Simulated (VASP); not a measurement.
Crystal: GaN.

```
Ga N
1.0
     0.00000    2.10852    2.10852
     2.10852    0.00000    2.10852
     2.10852    2.10852    0.00000
Ga N
1 1
Direct
  0.50000 0.50000 0.50000
  0.00000 0.00000 0.00000
```

Program: VASP 6.6.1. Alike in all runs: task single point; potentials or basis VASP PAW PBE potentials, release 64 (Ga_d, N); no spin polarisation; cell as given; cutoff (eV) 520.

Order these runs on this cell by their pressure, lowest first.
A. level PBE-based screened hybrid with 35 % exact exchange; k mesh 6 × 6 × 6; smearing gaussian 0.01 eV; grid for exact exchange (PRECFOCK) Normal; share of exact exchange 0.35; screening parameter 0.1 1/Å
B. level PBE-based screened hybrid with 75 % exact exchange; k mesh 6 × 6 × 6; smearing gaussian 0.01 eV; grid for exact exchange (PRECFOCK) Normal; share of exact exchange 0.75; screening parameter 0.5 1/Å
C. level PBE-based screened hybrid with 30 % exact exchange; k mesh 6 × 6 × 6; smearing gaussian 0.01 eV; grid for exact exchange (PRECFOCK) Normal; share of exact exchange 0.3; screening parameter 0.2078 1/Å
D. level PBE; k mesh 8 × 8 × 8; smearing fermi-dirac 0.5 eV

B (-11.0 GPa), A (-4.7 GPa), C (-2.2 GPa), D (11.4 GPa).

Caveats: some runs use coarse meshes; the PAW data sets were made with another functional, which shifts forces and pressure a little (at least some runs); the cell stands under pressure (at least some runs); so wide a smearing shifts energies and pressures (at least some runs).
